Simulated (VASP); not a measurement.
# Pd (P6_3/mmc) in VASP: relaxation of shape and atoms at fixed volume with PBE

Aim: the relaxation of shape and atoms at fixed volume of Pd with PBE.

All numbers are computed with VASP 6.6.1; they aren't measurements. Logs are shortened: lines on timing, memory, paths and dates and some standing lists are left out, and cuts for length are marked.

### 1 The cell of the first run

The structure is hexagonal, space group P6_3/mmc (No. 194). The conventional cell has a = 2.831 Å, b = 2.831 Å, c = 4.711 Å, α = 90.00°, β = 90.00°, γ = 120.00°. Within 3.7 Å of Pd (site symmetry -6m2) lie 12 Pd at 2.83 to 2.87 Å.

This isn't the form of Pd at room conditions, which is fcc.

### 2 Relaxation of shape and atoms at fixed volume, PBE, collinear spin (16.35 Å³/atom)

Input file INCAR:

```
SYSTEM = Pd
PREC = Accurate
ENCUT = 600
EDIFF = 1E-7
ISMEAR = 0
SIGMA = 0.1
LREAL = .FALSE.
LASPH = .TRUE.
NELM = 150
ALGO = Fast
ISIF = 4
LWAVE = .FALSE.
LCHARG = .FALSE.
ISPIN = 2
MAGMOM = 0.41 0.41
LORBIT = 11
LMAXMIX = 4
GGA = PE
IBRION = 2
NSW = 50
EDIFFG = -0.01
```

Input file KPOINTS:

```
regular mesh
0
G
  18 18 10
  0 0 0
```

Input file POSCAR:

```
Pd
1.0
    2.8311419161      0.0000000000      0.0000000000
   -1.4155709581      2.4518408211      0.0000000000
    0.0000000000      0.0000000000      4.7114942253
Pd
2
Direct
    0.6666666667      0.3333333333      0.7500000000
    0.3333333333      0.6666666667      0.2500000000
```

Potentials or basis: VASP PAW PBE potentials, release 64 (Pd).

On the command line:

```sh
> cat potpaw_PBE.64/Pd/POTCAR > POTCAR
> mpirun -np 1 vasp_std > vasp.out
```

OUTCAR:

```text
SYSTEM = Pd
   PREC = Accurate
   ENCUT = 600
   EDIFF = 1E-7
   ISMEAR = 0
   LREAL = .FALSE.
   LASPH = .TRUE.
   NELM = 150
   ISIF = 4
   ISPIN = 2
   LORBIT = 11
   GGA = PE
   IBRION = 2
   NSW = 50
   EDIFFG = -0.01

 ion  position               nearest neighbor table
   1  0.667  0.333  0.750-   2 2.87   2 2.87   2 2.87   2 2.87   2 2.87   2 2.87
   2  0.333  0.667  0.250-   1 2.87   1 2.87   1 2.87   1 2.87   1 2.87   1 2.87

  LATTYP: Found a hexagonal cell.
 ALAT       =     2.8311419161
 C/A-ratio  =     1.6641674508

  Lattice vectors:

 A1 = (   2.8311419161,   0.0000000000,   0.0000000000)
 A2 = (  -1.4155709581,   2.4518408211,   0.0000000000)
 A3 = (   0.0000000000,   0.0000000000,   4.7114942253)

Analysis of symmetry for initial positions (statically):
=====================================================================
 Subroutine PRICEL returns:
 Original cell was already a primitive cell.

 Routine SETGRP: Setting up the symmetry group for a
 hexagonal supercell.

 Subroutine GETGRP returns: Found 24 space group operations
 (whereof 12 operations were pure point group operations)
 out of a pool of 24 trial point group operations.

The static configuration has the point symmetry D_3d.
 The point group associated with its full space group is D_6h.

Analysis of symmetry for dynamics (positions and initial velocities):
=====================================================================
 Subroutine PRICEL returns:
 Original cell was already a primitive cell.

 Routine SETGRP: Setting up the symmetry group for a
 hexagonal supercell.

 Subroutine GETGRP returns: Found 24 space group operations
 (whereof 12 operations were pure point group operations)
 out of a pool of 24 trial point group operations.

The dynamic configuration has the point symmetry D_3d.
 The point group associated with its full space group is D_6h.

Analysis of structural, dynamic, and magnetic symmetry:
=====================================================================
 Subroutine PRICEL returns:
 Original cell was already a primitive cell.

 Routine SETGRP: Setting up the symmetry group for a
 hexagonal supercell.

 Subroutine GETGRP returns: Found 24 space group operations
 (whereof 12 operations were pure point group operations)
 out of a pool of 24 trial point group operations.

The overall configuration has the point symmetry D_3d.
 The point group associated with its full space group is D_6h.

 Subroutine INISYM returns: Found 24 space group operations
 (whereof 12 operations are pure point group operations),
 and found     1 'primitive' translations

----------------------------------------------------------------------------------------

                                     Primitive cell

  volume of cell :      32.7049

  direct lattice vectors                    reciprocal lattice vectors
     2.831141916  0.000000000  0.000000000     0.353214367  0.203928410  0.000000000
    -1.415570958  2.451840821  0.000000000     0.000000000  0.407856820  0.000000000
     0.000000000  0.000000000  4.711494225     0.000000000  0.000000000  0.212246891

  length of vectors
     2.831141916  2.831141916  4.711494225     0.407856820  0.407856820  0.212246891

  position of ions in fractional coordinates (direct lattice)
     0.666666667  0.333333333  0.750000000
     0.333333333  0.666666667  0.250000000

  ion indices of the primitive-cell ions
   primitive index   ion index
                 1           1
                 2           2

----------------------------------------------------------------------------------------

 KPOINTS: regular mesh

Automatic generation of k-mesh.
 Grid dimensions read from file:
 generate k-points for:   18   18   10

 Generating k-lattice:

  Cartesian coordinates                     Fractional coordinates (reciprocal lattice)
     0.019623020  0.011329356  0.000000000     0.055555556 -0.000000000  0.000000000
     0.000000000  0.022658712  0.000000000     0.000000000  0.055555556  0.000000000
     0.000000000  0.000000000  0.021224689     0.000000000  0.000000000  0.100000000

  Length of vectors
     0.022658712  0.022658712  0.021224689
[... 46 lines left out ...]
   ISTART =      0    job   : 0-new  1-cont  2-samecut
   ICHARG =      2    charge: 1-file 2-atom 10-const
   ISPIN  =      2    spin polarized calculation?
   LNONCOLLINEAR =      F non collinear calculations
   LSORBIT =      F    spin-orbit coupling
   LASPH  =      T    aspherical Exc in radial PAW
   ENCUT  =  600.0 eV  44.10 Ry    6.64 a.u.   5.65  5.65  9.41*2*pi/ulx,y,z
   NELM   =    150;   NELMIN=  2; NELMDL= -5     # of ELM steps
   EDIFF  = 0.1E-06   stopping-criterion for ELM
   LREAL  =      F    real-space projection
   EDIFFG = -.1E-01   stopping-criterion for IOM
   NSW    =     50    number of steps for IOM
   IBRION =      2    ionic relax: 0-MD 1-quasi-New 2-CG
   NFREE  =      1    steps in history (QN), initial steepest desc. (CG)
   ISIF   =      4    stress and relaxation
   ISYM   =      2    0-nonsym 1-usesym 2-fastsym
   POTIM  = 0.5000    time-step for ionic-motion
   TEBEG  =    0.0;   TEEND  =   0.0 temperature during run
   PSTRESS=    0.0 pullay stress
   NELECT =      20.0000    total number of electrons
   NUPDOWN=      -1.0000    fix difference up-down
   EMIN   =  10.00;   EMAX   =-10.00  energy-range for DOS
   EFERMI =   0.00;   METHOD = LEGACY
   ISMEAR =     0;   SIGMA  =   0.10  broadening in eV -4-tet -1-fermi 0-gaus
   EFERMI_NEDOS =   21; number of points for ismear=-14 and -15
   IALGO  =     68    algorithm
   IMIX   =      4    mixing-type and parameters
     AMIX     =   0.40;   BMIX     =  1.00
     AMIX_MAG =   1.60;   BMIX_MAG =  1.00
  volume/ion in A,a.u.               =      16.35       110.35
  Fermi-wavevector in a.u.,A,eV,Ry     =   1.389571  2.625908 26.271580  1.930907
  Thomas-Fermi vector in A             =   2.513589
   LORBIT       =     11    0 simple, 1 ext, 2 COOP (PROOUT), +10 PAW based schemes
   GGA     = PE    functional components
   LHFCALC =     F    Hartree Fock is set to
   AEXX    =    0.0000 exact exchange contribution
   IVDW    =     0    specifies the selected vdW correction
   LEPSILON=     F    determine dielectric tensor
   LRPA    =     F    only Hartree local field effects (RPA)
 conjugate gradient relaxation of ions
 spin polarized calculation
 RMM-DIIS sequential band-by-band and
 Gauss-broadening in eV      SIGMA  =   0.10
  energy-cutoff  :      600.00
  volume of cell :       32.70
 maximum number of plane-waves:      1117
 NGX is ok and might be reduce to    24
   NGX = 11   NGY = 11   NGZ = 19

 number of electron      19.9999999 magnetization       0.7634490

 Free energy of the ion-electron system (eV)
  ---------------------------------------------------
  ext. energy  EPLUGINS =         0.00000000
  ---------------------------------------------------
  free energy    TOTEN  =       -10.33628048 eV

  energy without entropy =      -10.31686021  energy(sigma->0) =      -10.32657035

 E-fermi :   8.1815     XC(G=0): -12.5477

 val. band max:        8.1800169547   @ k =   0.1667   0.1667   0.4000
 cond. band min:       8.1840243914   @ k =   0.2778   0.1111   0.5000
 fundamental gap:      0.0040074367
 Fermi energy:         8.1814561409

 spin component 1

 k-point     1 :       0.0000    0.0000    0.0000
  band No.  band energies     occupation
      1       1.7604      1.00000
      2       3.4903      1.00000
      3       5.5005      1.00000
      4       5.6888      1.00000
      5       5.6888      1.00000
      6       5.9825      1.00000
      7       5.9825      1.00000
      8       6.5911      1.00000
      9       6.5911      1.00000
     10       7.7996      1.00000
     11       7.7996      1.00000
     12       9.2375      0.00000
     13      14.3283      0.00000
     14      25.1366      0.00000
[... 379 lines left out ...]
      3       4.1768      1.00000
      4       5.6300      1.00000
      5       5.9308      1.00000
      6       6.1203      1.00000
      7       6.1659      1.00000
      8       7.7300      1.00000
      9       7.9219      0.99988
     10       7.9675      0.99876
     11      10.2432      0.00000
     12      13.5252      0.00000
     13      17.0742      0.00000
     14      17.4850      0.00000

 [... further k-points ...]

 spin component 2

 k-point     1 :       0.0000    0.0000    0.0000
  band No.  band energies     occupation
      1       1.7766      1.00000
      2       3.6868      1.00000
      3       5.8017      1.00000
      4       5.9707      1.00000
      5       5.9707      1.00000
      6       6.2724      1.00000
      7       6.2724      1.00000
      8       6.8469      1.00000
      9       6.8469      1.00000
     10       8.0739      0.93580
     11       8.0739      0.93580
     12       9.2304      0.00000
     13      14.5177      0.00000
     14      25.1111      0.00000
[... 379 lines left out ...]
      3       4.3638      1.00000
      4       5.8616      1.00000
      5       6.1518      1.00000
      6       6.3167      1.00000
      7       6.4539      1.00000
      8       8.0512      0.96726
      9       8.1992      0.40111
     10       8.2968      0.05137
     11      10.4222      0.00000
     12      13.6517      0.00000
     13      17.1635      0.00000
     14      17.5568      0.00000

 [... further k-points ...]

------------------------ aborting loop because EDIFF is reached ----------------------------------------

  FORCE on cell =-STRESS in cart. coord.  units (eV):
  Direction    XX          YY          ZZ          XY          YZ          ZX
  --------------------------------------------------------------------------------------
  -------------------------------------------------------------------------------------
  Total       -1.7259044     -1.7259044     -1.6972419      0.0000000      0.0000000      0.0000000
  in kB      -84.5502226    -84.5502226    -83.1460727      0.0000000      0.0000000      0.0000000
  external PRESSURE =     -84.0821726 kB  Pullay stress =       0.0000000 kB

 VOLUME and BASIS-vectors are now :
 -----------------------------------------------------------------------------
  energy-cutoff  :      600.00
  volume of cell :       32.70
      direct lattice vectors                 reciprocal lattice vectors
     2.831141916  0.000000000  0.000000000     0.353214367  0.203928410  0.000000000
    -1.415570958  2.451840821  0.000000000     0.000000000  0.407856820  0.000000000
     0.000000000  0.000000000  4.711494225     0.000000000  0.000000000  0.212246891

 POSITION                                       TOTAL-FORCE (eV/Angst)
 -----------------------------------------------------------------------------------
      1.41557      0.81728      3.53362        -0.000000      0.000000      0.000000
     -0.00000      1.63456      1.17787         0.000000     -0.000000      0.000000
 -----------------------------------------------------------------------------------
    total drift:                               -0.000000      0.000000     -0.000000

  FREE ENERGIE OF THE ION-ELECTRON SYSTEM (eV)
  ---------------------------------------------------
  free  energy   TOTEN  =       -10.3362804836 eV

  energy  without entropy=      -10.3168602104  energy(sigma->0) =      -10.32657035

 reached required accuracy - stopping structural energy minimisation

 total charge

# of ion       s       p       d       tot
------------------------------------------
    1        0.437   0.378   8.437   9.252
    2        0.437   0.378   8.437   9.252
--------------------------------------------------
tot          0.875   0.755  16.875  18.505

 magnetization (x)

# of ion       s       p       d       tot
------------------------------------------
    1       -0.003  -0.009   0.397   0.386
    2       -0.003  -0.009   0.397   0.386
--------------------------------------------------
tot         -0.005  -0.017   0.794   0.771
```

It took 4.1 min on 1 thread of Oxide Virtual Turin-like, shared host; peak memory 0.28 GiB.

What came out:

```yaml
Free_energy: -10.3363 eV
Pressure_after_relaxing: -8.4 GPa
Net_moment: 0.76 μB per cell
Site_moments: Pd +0.39 μB
Valence_electrons_inside_the_program's_atomic_spheres: Pd 9.25
```

Final structure:
```yaml
crystal:
  lattice:
    - [2.83114, 0.00000, 0.00000]
    - [-1.41557, 2.45184, 0.00000]
    - [0.00000, 0.00000, 4.71149]
  atoms:
    - { symbol: Pd, position: [0.66667, 0.33333, 0.75000] }
    - { symbol: Pd, position: [0.33333, 0.66667, 0.25000] }
```
